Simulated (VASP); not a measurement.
Here is a VASP 6.6.1 calculation.

INCAR

```
PREC = Accurate
ENCUT = 520
EDIFF = 1E-7
ISMEAR = -1
SIGMA = 0.1
LREAL = False
LASPH = True
NELM = 100
ALGO = Normal
ISIF = 2
LWAVE = False
LCHARG = False
GGA = PS
NBANDS = 32
```

KPOINTS

```
regular mesh
0
Gamma
  13 13 4
```

The input POSCAR:

```
Zr
1.0
    3.1691276008      0.0000000000      0.0000000000
   -1.5845638004      2.7445450101      0.0000000000
    0.0000000000      0.0000000000     10.3275461747
Zr
4
Direct
    1.0000000000      0.0000000000      0.0000000000
    0.0000000000      0.0000000000      0.5000000000
    0.3333333333      0.6666666667      0.2500000000
    0.6666666667      0.3333333333      0.7500000000
```

Potentials or basis: VASP PAW PBE potentials, release 64 (Zr_sv).

Run with:

```bash
$ cat potpaw_PBE.64/Zr_sv/POTCAR > POTCAR
$ mpirun -np 1 vasp_std > vasp.out
```

(1) What does it give for the band gap on the k mesh?

(2) What does it give for the pressure?

Answers

(1) zero (bands 24 and 25 overlap by 1.37 eV).

(2) 0.1 GPa.

Caveat: the PAW data sets were made with another functional, which shifts forces and pressure a little.
